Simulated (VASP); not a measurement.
# AlN (P6_3/mmc) in VASP: a series of runs, part 2 of 2

VASP 6.6.1.

### 4 Single point, PBEsol

This run uses another cell than the first one, of 9.85 Å³/atom, 0.994 times its volume.

INCAR

```
PREC = Accurate
ENCUT = 520
EDIFF = 1E-6
ISMEAR = 0
SIGMA = 0.05
LREAL = False
LASPH = True
NELM = 80
ALGO = Normal
ISIF = 2
LWAVE = False
LCHARG = True
GGA = PS
LELF = True
LVHAR = True
NBANDS = 16
```

KPOINTS

```
Automatic mesh
0
Gamma
  9 9 6
```

POSCAR

```
AlN
1.0
    3.2816000000      0.0000000000      0.0000000000
   -1.6408000000      2.8419489650      0.0000000000
    0.0000000000      0.0000000000      4.2228000000
Al N
2 2
Direct
    0.3333333333      0.6666666667      0.7500000000
    0.6666666667      0.3333333333      0.2500000000
    0.3333333333      0.6666666667      0.2500000000
    0.6666666667      0.3333333333      0.7500000000
```

Potentials or basis: VASP PAW PBE potentials, release 64 (Al, N).

The run is started by

```bash
$ cat potpaw_PBE.64/Al/POTCAR potpaw_PBE.64/N/POTCAR > POTCAR
$ mpirun -np 1 vasp_std > vasp.out
```

OUTCAR:

```text
PREC = Accurate
   ENCUT = 520
   EDIFF = 1E-6
   ISMEAR = 0
   LREAL = False
   LASPH = True
   NELM = 80
   ISIF = 2
   GGA = PS

 ion  position               nearest neighbor table
   1  0.333  0.667  0.750-   4 1.89   4 1.89   4 1.89   3 2.11   3 2.11   2 2.84   2 2.84   2 2.84
                             2 2.84   2 2.84   2 2.84
   2  0.667  0.333  0.250-   3 1.89   3 1.89   3 1.89   4 2.11   4 2.11   1 2.84   1 2.84   1 2.84
                             1 2.84   1 2.84   1 2.84
   3  0.333  0.667  0.250-   2 1.89   2 1.89   2 1.89   1 2.11   1 2.11
   4  0.667  0.333  0.750-   1 1.89   1 1.89   1 1.89   2 2.11   2 2.11

  LATTYP: Found a hexagonal cell.
 ALAT       =     3.2816000000
 C/A-ratio  =     1.2868113116

  Lattice vectors:

 A1 = (   3.2816000000,   0.0000000000,   0.0000000000)
 A2 = (  -1.6408000000,   2.8419489650,   0.0000000000)
 A3 = (   0.0000000000,   0.0000000000,   4.2228000000)

Analysis of symmetry for initial positions (statically):
=====================================================================
 Subroutine PRICEL returns:
 Original cell was already a primitive cell.

[... 179 lines left out ...]
 fundamental gap:      3.2190503287
 Fermi energy:         8.3339558747

 k-point     1 :       0.0000    0.0000    0.0000
  band No.  band energies     occupation
      1      -8.8606      2.00000
      2      -5.2342      2.00000
      3       0.9602      2.00000
      4       4.7202      2.00000
      5       4.7202      2.00000
      6       6.3083      2.00000
[... 433 lines left out ...]
      3       1.3500      2.00000
      4       2.3556      2.00000
      5       2.3556      2.00000
      6       4.7869      2.00000
[... 8 lines left out ...]
     15      19.0858      0.00000
     16      20.9849      0.00000

 [... further k-points ...]

------------------------ aborting loop because EDIFF is reached ----------------------------------------

  FORCE on cell =-STRESS in cart. coord.  units (eV):
  Direction    XX          YY          ZZ          XY          YZ          ZX
  --------------------------------------------------------------------------------------
  -------------------------------------------------------------------------------------
  Total        0.1884217      0.1884217     -0.9695391      0.0000000      0.0000000      0.0000000
  in kB        7.6654740      7.6654740    -39.4433210      0.0000000      0.0000000      0.0000000
  external PRESSURE =      -8.0374576 kB  Pullay stress =       0.0000000 kB

 VOLUME and BASIS-vectors are now :
 -----------------------------------------------------------------------------
  energy-cutoff  :      520.00
  volume of cell :       39.38
      direct lattice vectors                 reciprocal lattice vectors
     3.281600000  0.000000000  0.000000000     0.304729400  0.175935601  0.000000000
    -1.640800000  2.841948965  0.000000000     0.000000000  0.351871203  0.000000000
     0.000000000  0.000000000  4.222800000     0.000000000  0.000000000  0.236809700

 POSITION                                       TOTAL-FORCE (eV/Angst)
 -----------------------------------------------------------------------------------
     -0.00000      1.89463      3.16710         0.000000     -0.000000      0.000000
      1.64080      0.94732      1.05570        -0.000000     -0.000000      0.000000
     -0.00000      1.89463      1.05570         0.000000      0.000000      0.000000
      1.64080      0.94732      3.16710         0.000000      0.000000      0.000000
 -----------------------------------------------------------------------------------
    total drift:                                0.000000     -0.000000      0.000000

  FREE ENERGIE OF THE ION-ELECTRON SYSTEM (eV)
  ---------------------------------------------------
  free  energy   TOTEN  =       -30.9349717341 eV

  energy  without entropy=      -30.9349717341  energy(sigma->0) =      -30.93497173
```

OSZICAR:

```text
N       E                     dE             d eps       ncg     rms          rms(c)
DAV:   1     0.408243709284E+02    0.40824E+02   -0.74215E+03  1536   0.906E+02
DAV:   2    -0.318672514904E+02   -0.72692E+02   -0.66978E+02  2216   0.188E+02
DAV:   3    -0.351555362178E+02   -0.32883E+01   -0.32790E+01  1776   0.420E+01
DAV:   4    -0.351750517268E+02   -0.19516E-01   -0.19514E-01  1928   0.358E+00
DAV:   5    -0.351753090339E+02   -0.25731E-03   -0.25730E-03  1768   0.414E-01    0.114E+01
DAV:   6    -0.310067284395E+02    0.41686E+01   -0.81781E+00  1960   0.214E+01    0.397E+00
DAV:   7    -0.309756202251E+02    0.31108E-01   -0.64253E-01  1768   0.557E+00    0.281E+00
DAV:   8    -0.309419034978E+02    0.33717E-01   -0.91792E-02  1648   0.248E+00    0.823E-01
DAV:   9    -0.309346984235E+02    0.72051E-02   -0.16955E-02  1952   0.102E+00    0.268E-01
DAV:  10    -0.309350651169E+02   -0.36669E-03   -0.19097E-03  1760   0.298E-01    0.177E-01
DAV:  11    -0.309349736600E+02    0.91457E-04   -0.12788E-04  1776   0.865E-02    0.409E-02
DAV:  12    -0.309349721673E+02    0.14927E-05   -0.62716E-06  1800   0.203E-02    0.758E-03
DAV:  13    -0.309349717341E+02    0.43318E-06   -0.23863E-06  1784   0.116E-02
   1 F= -.30934972E+02 E0= -.30934972E+02  d E =-.107770E-18
```

It took 14 s on 1 thread of Intel Xeon 6975P-C (Granite Rapids), shared host; peak memory 0.16 GiB.

Results:

| Item | Value |
| --- | --- |
| Free energy | -30.9350 eV |
| Pressure | -0.8 GPa |
| Band gap on the k mesh | 3.22 eV, direct |

Stress tensor (GPa, compression positive):
```
 0.77  0.00  0.00
 0.00  0.77  0.00
 0.00  0.00 -3.94
```

Caveat: the PAW data sets were made with another functional, which shifts forces and pressure a little. Expect the measured gap to be larger: semilocal functionals such as PBEsol lack the derivative discontinuity.

### 5 Single point, PBEsol

This run uses another cell than the first one, of 10.04 Å³/atom, 1.013 times its volume.

INCAR

```
SYSTEM = AlN
ALGO = Normal
EDIFF = 1E-7
ENCUT = 520
GGA = PS
ISIF = 2
ISMEAR = 0
LASPH = .TRUE.
LCHARG = .FALSE.
LREAL = .FALSE.
LWAVE = .FALSE.
NBANDS = 16
NELM = 100
PREC = Accurate
SIGMA = 0.05
```

KPOINTS

```
k-points
0
G
  9 9 6
  0 0 0
```

Changes to POSCAR since step 4:

```diff
@@ -4,3 +4,3 @@
    -1.6408000000      2.8419489650      0.0000000000
-    0.0000000000      0.0000000000      4.2228000000
+    0.0000000000      0.0000000000      4.3056000000
 Al N
```

The run is started by

```bash
$ cat potpaw_PBE.64/Al/POTCAR potpaw_PBE.64/N/POTCAR > POTCAR
$ mpirun -np 1 vasp_std > vasp.out
```

Run time: 15 s. Hardware: 1 thread of Intel Xeon 6975P-C (Granite Rapids), shared host; peak memory 0.15 GiB.

The run converged. Its results:

```
Free energy            : -30.9055 eV
Pressure               : -3.9 GPa
Band gap on the k mesh : 3.02 eV, direct
```

Stress tensor (GPa, compression positive):
```
-1.68  0.00  0.00
 0.00 -1.68  0.00
 0.00  0.00 -8.30
```

Levels at points of the mesh, in eV from the valence-band top:
```csv
k point,band 4,band 5,band 6,band 7,band 8,band 9,band 10,band 11,band 12,band 13
"(0.00, 0.00, 0.00)",-3.27,-3.27,-1.80,-1.80,0.00,3.02,4.32,8.18,8.18,10.95
"(0.00, 0.00, 0.50)",-3.84,-2.57,-2.57,-2.57,-2.57,5.42,5.42,8.42,8.42,8.42
```

Caveat: the PAW data sets were made with another functional, which shifts forces and pressure a little. Expect the measured gap to be larger: semilocal functionals such as PBEsol lack the derivative discontinuity.

### 6 Single point, PBEsol

This run uses another cell than the first one, of 9.94 Å³/atom, 1.003 times its volume.

INCAR

```
PREC     = Accurate       # precision mode
ENCUT    = 520            # plane-wave cutoff, eV
EDIFF    = 1E-7           # SCF threshold, eV
ISMEAR   = 0              # smearing method
SIGMA    = 0.05           # smearing width, eV
LREAL    = F              # projectors in reciprocal space
LASPH    = T              # aspherical terms in the spheres
NELM     = 80             # most SCF steps
ALGO     = Normal         # electronic algorithm
ISIF     = 2              # what is computed and relaxed
LWAVE    = F              # write WAVECAR
LCHARG   = F              # write CHGCAR
GGA      = PS             # functional
NBANDS   = 16             # bands
```

KPOINTS

```
Automatic mesh
0
Gamma
  9 9 6
```

POSCAR

```
AlN
1.0
    3.3807000000      0.0000000000      0.0000000000
   -1.6903500000      2.9277720826      0.0000000000
    0.0000000000      0.0000000000      4.0158000000
Al N
2 2
Direct
    0.3333333333      0.6666666667      0.7500000000
    0.6666666667      0.3333333333      0.2500000000
    0.3333333333      0.6666666667      0.2500000000
    0.6666666667      0.3333333333      0.7500000000
```

Potentials or basis: VASP PAW PBE potentials, release 64 (Al, N).

The run is started by

```bash
$ cat potpaw_PBE.64/Al/POTCAR potpaw_PBE.64/N/POTCAR > POTCAR
$ mpirun -np 1 vasp_std > vasp.out
```

It took 18 s on 1 thread of Intel Xeon 6975P-C (Granite Rapids), shared host; peak memory 0.16 GiB.

The run converged. Its results:

```
Free energy            : -30.8864 eV
Pressure               : -3.7 GPa
Band gap on the k mesh : 3.37 eV, direct
```

Stress tensor (GPa, compression positive):
```
-7.48  0.00  0.00
 0.00 -7.48  0.00
 0.00  0.00  3.90
```

Levels at points of the mesh, in eV from the valence-band top:
| k point | band 5 | band 6 | band 7 | band 8 | band 9 | band 10 | band 11 | band 12 |
| --- | --- | --- | --- | --- | --- | --- | --- | --- |
| (0.00, 0.00, 0.00) | -3.21 | -1.22 | -1.22 | 0.00 | 3.37 | 4.43 | 8.11 | 8.11 |
| (0.00, 0.00, 0.50) | -2.26 | -2.26 | -2.26 | -2.26 | 5.80 | 5.80 | 8.18 | 8.18 |

Caveat: the PAW data sets were made with another functional, which shifts forces and pressure a little. A hybrid or GW would open this gap; PBEsol tends to underestimate it.

### 7 Summary

| cell | gap on the mesh (eV) | pressure (GPa) |
| --- | --- | --- |
| a = 3.341, b = 3.341, c = 4.099 Å, angles 90.0, 90.0, 120.0°, 4 atoms | 3.30 | -3.2 |
| a = 3.262, b = 3.262, c = 4.347 Å, angles 90.0, 90.0, 120.0°, 4 atoms | 3.01 | -2.5 |
| a = 3.282, b = 3.282, c = 4.223 Å, angles 90.0, 90.0, 120.0°, 4 atoms | 3.22 | -0.8 |
| a = 3.282, b = 3.282, c = 4.306 Å, angles 90.0, 90.0, 120.0°, 4 atoms | 3.02 | -3.9 |
| a = 3.381, b = 3.381, c = 4.016 Å, angles 90.0, 90.0, 120.0°, 4 atoms | 3.37 | -3.7 |

Alike in all rows: task single point; level PBEsol; potentials or basis VASP PAW PBE potentials, release 64 (Al, N); no spin polarisation; k mesh 9 × 9 × 6; cutoff (eV) 520; smearing gaussian 0.05 eV.

Caveats: the PAW data sets were made with another functional, which shifts forces and pressure a little.

Total energies depend on the potentials used, so only differences within one code and one set of settings carry meaning.
